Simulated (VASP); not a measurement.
# CdTe (Fm-3m) in VASP: further runs

CdTe is run at these levels: RPBE+D4, revPBE+D4; tasks: single point.

Everything below comes from runs of VASP 6.6.1. Logs are shortened: lines on timing, memory, paths and dates and some standing lists are left out, and cuts for length are marked.

## 1. The cell of the first run

Symmetry: Fm-3m, No. 225, cubic system. The conventional cell has a = 5.964 Å, b = 5.964 Å, c = 5.964 Å, α = 90.00°, β = 90.00°, γ = 90.00°. Cd (site symmetry m-3m) has 6 Te at 2.98 Å within 3.9 Å. Te (site symmetry m-3m) has 6 Cd at 2.98 Å within 3.9 Å.

## 2. Single point, RPBE+D4 (volume scaled by 0.98)

Contents of INCAR:

```
SYSTEM = CdTe
ALGO = Normal
EDIFF = 1E-6
ENCUT = 520
GGA = RP
ISIF = 2
ISMEAR = 0
IVDW = 13
LASPH = .TRUE.
LCHARG = .FALSE.
LREAL = .FALSE.
LWAVE = .FALSE.
NBANDS = 16
NELM = 80
PREC = Accurate
SIGMA = 0.05
```

Contents of KPOINTS:

```
k-points
0
G
  6 6 6
  0 0 0
```

Contents of POSCAR:

```
CdTe
1.0
    0.0000000000      2.9821656131      2.9821656131
    2.9821656131      0.0000000000      2.9821656131
    2.9821656131      2.9821656131      0.0000000000
Cd Te
1 1
Direct
    0.5000000000      0.5000000000      0.5000000000
    0.0000000000      0.0000000000      0.0000000000
```

Potentials or basis: VASP PAW PBE potentials, release 64 (Cd, Te).

Run with:

```sh
cat potpaw_PBE.64/Cd/POTCAR potpaw_PBE.64/Te/POTCAR > POTCAR
mpirun -np 1 vasp_std > vasp.out
```

OUTCAR:

```text
SYSTEM = CdTe
   EDIFF = 1E-6
   ENCUT = 520
   GGA = RP
   ISIF = 2
   ISMEAR = 0
   IVDW = 13
   LASPH = .TRUE.
   LREAL = .FALSE.
   NELM = 80
   PREC = Accurate

 ion  position               nearest neighbor table
   1  0.500  0.500  0.500-   2 2.98   2 2.98   2 2.98   2 2.98   2 2.98   2 2.98
   2  0.000  0.000  0.000-   1 2.98   1 2.98   1 2.98   1 2.98   1 2.98   1 2.98

  LATTYP: Found a face centered cubic cell.
 ALAT       =     5.9643312262

  Lattice vectors:

 A1 = (   0.0000000000,   2.9821656131,   2.9821656131)
 A2 = (   2.9821656131,   0.0000000000,   2.9821656131)
 A3 = (   2.9821656131,   2.9821656131,   0.0000000000)

Analysis of symmetry for initial positions (statically):
=====================================================================
 Subroutine PRICEL returns:
 Original cell was already a primitive cell.

 Routine SETGRP: Setting up the symmetry group for a
 face centered cubic supercell.

 Subroutine GETGRP returns: Found 48 space group operations
 (whereof 48 operations were pure point group operations)
 out of a pool of 48 trial point group operations.

The static configuration has the point symmetry O_h .

Analysis of symmetry for dynamics (positions and initial velocities):
=====================================================================
 Subroutine PRICEL returns:
 Original cell was already a primitive cell.

 Routine SETGRP: Setting up the symmetry group for a
 face centered cubic supercell.

 Subroutine GETGRP returns: Found 48 space group operations
 (whereof 48 operations were pure point group operations)
 out of a pool of 48 trial point group operations.

The dynamic configuration has the point symmetry O_h .

 Subroutine INISYM returns: Found 48 space group operations
 (whereof 48 operations are pure point group operations),
 and found     1 'primitive' translations

----------------------------------------------------------------------------------------

                                     Primitive cell

  volume of cell :      53.0427

  direct lattice vectors                    reciprocal lattice vectors
     0.000000000  2.982165613  2.982165613    -0.167663391  0.167663391  0.167663391
     2.982165613  0.000000000  2.982165613     0.167663391 -0.167663391  0.167663391
     2.982165613  2.982165613  0.000000000     0.167663391  0.167663391 -0.167663391

  length of vectors
     4.217419055  4.217419055  4.217419055     0.290401512  0.290401512  0.290401512

  position of ions in fractional coordinates (direct lattice)
     0.500000000  0.500000000  0.500000000
     0.000000000  0.000000000  0.000000000
[... 69 lines left out ...]
   LREAL  =      F    real-space projection
   EDIFFG = 0.1E-04   stopping-criterion for IOM
   NSW    =      0    number of steps for IOM
   IBRION =     -1    ionic relax: 0-MD 1-quasi-New 2-CG
   NFREE  =      0    steps in history (QN), initial steepest desc. (CG)
   ISIF   =      2    stress and relaxation
   ISYM   =      2    0-nonsym 1-usesym 2-fastsym
   POTIM  = 0.5000    time-step for ionic-motion
   TEBEG  =    0.0;   TEEND  =   0.0 temperature during run
   PSTRESS=    0.0 pullay stress
   NELECT =      18.0000    total number of electrons
   NUPDOWN=      -1.0000    fix difference up-down
   EMIN   =  10.00;   EMAX   =-10.00  energy-range for DOS
   EFERMI =   0.00;   METHOD = LEGACY
   ISMEAR =     0;   SIGMA  =   0.05  broadening in eV -4-tet -1-fermi 0-gaus
   EFERMI_NEDOS =   21; number of points for ismear=-14 and -15
   IALGO  =     38    algorithm
   IMIX   =      4    mixing-type and parameters
     AMIX     =   0.40;   BMIX     =  1.00
     AMIX_MAG =   1.60;   BMIX_MAG =  1.00
  volume/ion in A,a.u.               =      26.52       178.97
  Fermi-wavevector in a.u.,A,eV,Ry     =   1.141889  2.157857 17.740781  1.303911
  Thomas-Fermi vector in A             =   2.278588
   LORBIT       =      0    0 simple, 1 ext, 2 COOP (PROOUT), +10 PAW based schemes
   GGA     = RP    functional components
   LHFCALC =     F    Hartree Fock is set to
   AEXX    =    0.0000 exact exchange contribution
   IVDW    =    13    specifies the selected vdW correction
   LEPSILON=     F    determine dielectric tensor
   LRPA    =     F    only Hartree local field effects (RPA)
 non-spin polarized calculation
 Gauss-broadening in eV      SIGMA  =   0.05
  energy-cutoff  :      520.00
  volume of cell :       53.04
 maximum number of plane-waves:      1458
   NGX = 15   NGY = 15   NGZ = 15

 number of electron      17.9999996 magnetization

 Free energy of the ion-electron system (eV)
  ---------------------------------------------------
  ext. energy  EPLUGINS =         0.00000000
  ---------------------------------------------------
  free energy    TOTEN  =        -3.57826923 eV

  energy without entropy =       -3.57592786  energy(sigma->0) =       -3.57709854

 E-fermi :   4.8779     XC(G=0):  -9.9277

 val. band max:        4.8680172327   @ k =   0.3333   0.3333   0.0000
 cond. band min:       4.8825064642   @ k =  -0.1667   0.1667   0.0000
 fundamental gap:      0.0144892315
 Fermi energy:         4.8778835481

 k-point     1 :       0.0000    0.0000    0.0000
  band No.  band energies     occupation
      1      -7.2117      2.00000
      2      -3.7289      2.00000
      3      -3.7289      2.00000
      4      -3.6863      2.00000
      5      -3.6863      2.00000
      6      -3.6863      2.00000
[... 281 lines left out ...]
      3      -3.7276      2.00000
      4      -3.6158      2.00000
      5      -3.5379      2.00000
      6      -2.8531      2.00000
[... 8 lines left out ...]
     15      16.5193      0.00000
     16      18.0740      0.00000

------------------------ aborting loop because EDIFF is reached ----------------------------------------

  DFT-D4 for vdW energy calculation

  Edisp (eV):   -1.76393

  FORCE on cell =-STRESS in cart. coord.  units (eV):
  Direction    XX          YY          ZZ          XY          YZ          ZX
  --------------------------------------------------------------------------------------
  -------------------------------------------------------------------------------------
  Total       0.45102     0.45102     0.45102     0.00000     0.00000    -0.00000
  in kB      13.62312    13.62312    13.62312     0.00000     0.00000    -0.00000
  external pressure =       13.62 kB  Pullay stress =        0.00 kB

 VOLUME and BASIS-vectors are now :
 -----------------------------------------------------------------------------
  energy-cutoff  :      520.00
  volume of cell :       53.04
      direct lattice vectors                 reciprocal lattice vectors
     0.000000000  2.982165613  2.982165613    -0.167663391  0.167663391  0.167663391
     2.982165613  0.000000000  2.982165613     0.167663391 -0.167663391  0.167663391
     2.982165613  2.982165613  0.000000000     0.167663391  0.167663391 -0.167663391

 POSITION                                       TOTAL-FORCE (eV/Angst)
 -----------------------------------------------------------------------------------
      2.98217      2.98217      2.98217         0.000000      0.000000     -0.000000
      0.00000      0.00000      0.00000        -0.000000     -0.000000      0.000000
 -----------------------------------------------------------------------------------
    total drift:                               -0.000000     -0.000000      0.000000

  FREE ENERGIE OF THE ION-ELECTRON SYSTEM (eV)
  ---------------------------------------------------
  free  energy   TOTEN  =        -5.3421964913 eV

  energy  without entropy=       -5.3398551255  energy(sigma->0) =       -5.34102581
```

stdout:

```text
POSCAR found type information on POSCAR CdTe
 POSCAR found :  2 types and       2 ions
 scaLAPACK will be used
 -----------------------------------------------------------------------------
|                                                                             |
|                                                                             |
|     You enforced a specific xc type in the INCAR file but a different       |
|     I HOPE YOU KNOW WHAT YOU ARE DOING!                                     |
|                                                                             |
 -----------------------------------------------------------------------------

 LDA part: xc-table for (Slater+PW92), standard interpolation
 POSCAR, INCAR and KPOINTS ok, starting setup
 FFT: planning ... GRIDC
 FFT: planning ... GRID_SOFT
 FFT: planning ... GRID
 WAVECAR not read
 entering main loop
```

It took 6.5 s on 1 thread of AMD EPYC 9R45 (Zen 5), shared host; peak memory 0.14 GiB.

What came out:

```
Free energy                : -5.3422 eV
Pressure                   : 1.4 GPa
Band gap on the k mesh     : zero (band 9 reaches 4.88 eV, above the bottom of band 10 at 3.53 eV)
Dispersion energy per atom : -0.882 eV
```

Caveat: the PAW data sets were made with another functional, which shifts forces and pressure a little; spin-orbit coupling is left out, which moves the levels of the heavy elements; pairwise dispersion overbinds metals, which lowers pressure and volume.

## 3. Single point, RPBE+D4 (volume scaled by 0.96)

Contents of INCAR:

```
SYSTEM = CdTe
  ALGO = Normal
  EDIFF = 1E-7
  ENCUT = 520
  GGA = RP
  ISIF = 2
  ISMEAR = 0
  IVDW = 13
  LASPH = .True.
  LCHARG = .False.
  LREAL = .False.
  LWAVE = .False.
  NBANDS = 16
  NELM = 60
  PREC = Accurate
  SIGMA = 0.05
```

Contents of KPOINTS:

```
k-points
0
Gamma
  6 6 6
  0 0 0
```

Contents of POSCAR:

```
CdTe
1.0
    0.0000000000      2.9617391802      2.9617391802
    2.9617391802      0.0000000000      2.9617391802
    2.9617391802      2.9617391802      0.0000000000
Cd Te
1 1
Direct
    0.5000000000      0.5000000000      0.5000000000
    0.0000000000      0.0000000000      0.0000000000
```

Potentials or basis: VASP PAW PBE potentials, release 64 (Cd, Te).

Run with:

```sh
cat potpaw_PBE.64/Cd/POTCAR potpaw_PBE.64/Te/POTCAR > POTCAR
mpirun -np 1 vasp_std > vasp.out
```

OUTCAR:

```text
SYSTEM = CdTe
   EDIFF = 1E-7
   ENCUT = 520
   GGA = RP
   ISIF = 2
   ISMEAR = 0
   IVDW = 13
   LASPH = .True.
   LREAL = .False.
   NELM = 60
   PREC = Accurate

 ion  position               nearest neighbor table
   1  0.500  0.500  0.500-   2 2.96   2 2.96   2 2.96   2 2.96   2 2.96   2 2.96
   2  0.000  0.000  0.000-   1 2.96   1 2.96   1 2.96   1 2.96   1 2.96   1 2.96

  LATTYP: Found a face centered cubic cell.
 ALAT       =     5.9234783604

  Lattice vectors:

 A1 = (   0.0000000000,   2.9617391802,   2.9617391802)
 A2 = (   2.9617391802,   0.0000000000,   2.9617391802)
 A3 = (   2.9617391802,   2.9617391802,   0.0000000000)
[... 478 lines left out ...]

  DFT-D4 for vdW energy calculation

  Edisp (eV):   -1.80241

  FORCE on cell =-STRESS in cart. coord.  units (eV):
  Direction    XX          YY          ZZ          XY          YZ          ZX
  --------------------------------------------------------------------------------------
  -------------------------------------------------------------------------------------
  Total       0.87153     0.87153     0.87153     0.00000     0.00000    -0.00000
  in kB      26.87345    26.87345    26.87345     0.00000     0.00000    -0.00000
  external pressure =       26.87 kB  Pullay stress =        0.00 kB

 VOLUME and BASIS-vectors are now :
 -----------------------------------------------------------------------------
  energy-cutoff  :      520.00
  volume of cell :       51.96
      direct lattice vectors                 reciprocal lattice vectors
     0.000000000  2.961739180  2.961739180    -0.168819727  0.168819727  0.168819727
     2.961739180  0.000000000  2.961739180     0.168819727 -0.168819727  0.168819727
     2.961739180  2.961739180  0.000000000     0.168819727  0.168819727 -0.168819727

 POSITION                                       TOTAL-FORCE (eV/Angst)
 -----------------------------------------------------------------------------------
      2.96174      2.96174      2.96174        -0.000000     -0.000000      0.000000
      0.00000      0.00000      0.00000         0.000000      0.000000     -0.000000
 -----------------------------------------------------------------------------------
    total drift:                               -0.000000     -0.000000      0.000000

  FREE ENERGIE OF THE ION-ELECTRON SYSTEM (eV)
  ---------------------------------------------------
  free  energy   TOTEN  =        -5.3286208166 eV

  energy  without entropy=       -5.3264417435  energy(sigma->0) =       -5.32753128
```

OSZICAR:

```text
N       E                     dE             d eps       ncg     rms          rms(c)
DAV:   1     0.942409123318E+02    0.94241E+02   -0.81316E+03   520   0.983E+02
DAV:   2    -0.102534428074E+01   -0.95266E+02   -0.91174E+02   600   0.243E+02
DAV:   3    -0.376129422665E+01   -0.27359E+01   -0.27321E+01   664   0.409E+01
DAV:   4    -0.377397080069E+01   -0.12677E-01   -0.12676E-01   624   0.284E+00
DAV:   5    -0.377412071437E+01   -0.14991E-03   -0.14991E-03   648   0.309E-01    0.687E+00
DAV:   6    -0.354221558681E+01    0.23191E+00   -0.35272E-01   584   0.741E+00    0.546E+00
DAV:   7    -0.352607023159E+01    0.16145E-01   -0.12402E-01   600   0.251E+00    0.181E+00
DAV:   8    -0.352609431326E+01   -0.24082E-04   -0.19374E-02   560   0.171E+00    0.580E-01
DAV:   9    -0.352625923912E+01   -0.16493E-03   -0.24222E-03   616   0.654E-01    0.102E-01
DAV:  10    -0.352618872788E+01    0.70511E-04   -0.31386E-04   592   0.201E-01    0.534E-02
DAV:  11    -0.352620463075E+01   -0.15903E-04   -0.52885E-05   640   0.477E-02    0.176E-02
DAV:  12    -0.352621768664E+01   -0.13056E-04   -0.44337E-05   576   0.460E-02    0.144E-02
DAV:  13    -0.352621165587E+01    0.60308E-05   -0.10127E-05   576   0.255E-02    0.229E-03
DAV:  14    -0.352621157314E+01    0.82731E-07   -0.65571E-07   688   0.589E-03
   1 F= -.53286208E+01 E0= -.53275313E+01  d E =-.217907E-02
```

Wall time 6.6 s (1 thread of AMD EPYC 9R45 (Zen 5), shared host); peak memory 0.15 GiB.

Results:

| Item | Value |
| --- | --- |
| Free energy | -5.3286 eV |
| Pressure | 2.7 GPa |
| Band gap on the k mesh | zero (band 9 reaches 5.11 eV, above the bottom of band 10 at 3.75 eV) |
| Dispersion energy per atom | -0.901 eV |

Caveat: the PAW data sets were made with another functional, which shifts forces and pressure a little; spin-orbit coupling is left out, which moves the levels of the heavy elements; pairwise dispersion overbinds metals, which lowers pressure and volume.

## 4. Single point, revPBE+D4 (volume scaled by 0.98)

Contents of INCAR:

```
SYSTEM = CdTe
PREC = Accurate
ENCUT = 520
EDIFF = 1E-7
ISMEAR = 0
SIGMA = 0.05
LREAL = .FALSE.
LASPH = .TRUE.
NELM = 100
ALGO = Normal
ISIF = 2
LWAVE = .FALSE.
LCHARG = .FALSE.
GGA = RE
IVDW = 13
NBANDS = 16
```

Contents of KPOINTS:

```
regular mesh
0
G
  6 6 6
  0 0 0
```

Contents of POSCAR:

```
CdTe
1.0
    0.0000000000      2.9891939740      2.9891939740
    2.9891939740      0.0000000000      2.9891939740
    2.9891939740      2.9891939740      0.0000000000
Cd Te
1 1
Direct
    0.5000000000      0.5000000000      0.5000000000
    0.0000000000      0.0000000000      0.0000000000
```

Run with:

```sh
cat potpaw_PBE.64/Cd/POTCAR potpaw_PBE.64/Te/POTCAR > POTCAR
mpirun -np 1 vasp_std > vasp.out
```

It took 7.3 s on 1 thread of AMD EPYC 9R45 (Zen 5), shared host; peak memory 0.14 GiB.

Results (log left out):

* Free energy: -5.2272 eV
* Pressure: 1.3 GPa
* Band gap on the k mesh: zero (band 9 reaches 4.77 eV, above the bottom of band 10 at 3.41 eV)
* Dispersion energy per atom: -0.759 eV

Levels at points of the mesh, in eV from the Fermi level:
```tsv
k point	band 5	band 6	band 7	band 8	band 9	band 10	band 11	band 12	band 13	band 14
(0.00, 0.00, 0.00)	-8.53	-8.53	-0.59	-0.59	-0.59	0.64	7.04	7.04	7.04	7.87
(0.50, 0.00, 0.00)	-8.43	-8.43	-5.56	-0.09	-0.09	2.67	3.89	3.89	5.05	10.43
(0.50, 0.50, 0.00)	-8.39	-7.59	-4.55	-2.35	-2.35	-1.36	4.08	9.53	9.53	10.30
```

Caveat: the PAW data sets were made with another functional, which shifts forces and pressure a little; spin-orbit coupling is left out, which moves the levels of the heavy elements; pairwise dispersion overbinds metals, which lowers pressure and volume.

## 5. Overview

```tsv
level	cell	gap on the mesh (eV)	pressure (GPa)
RPBE+D4	a = 4.217 Å, angles 60.0°, 2 atoms	none	1.4
RPBE+D4	a = 4.189 Å, angles 60.0°, 2 atoms	none	2.7
revPBE+D4	a = 4.227 Å, angles 60.0°, 2 atoms	none	1.3
```

Alike in all rows: task single point; potentials or basis VASP PAW PBE potentials, release 64 (Cd, Te); no spin polarisation; k mesh 6 × 6 × 6; cutoff (eV) 520; smearing gaussian 0.05 eV.

Caveats: the PAW data sets were made with another functional, which shifts forces and pressure a little; spin-orbit coupling is left out, which moves the levels of the heavy elements; pairwise dispersion overbinds metals, which lowers pressure and volume.

Total energies depend on the potentials used, so only differences within one code and one set of settings carry meaning.
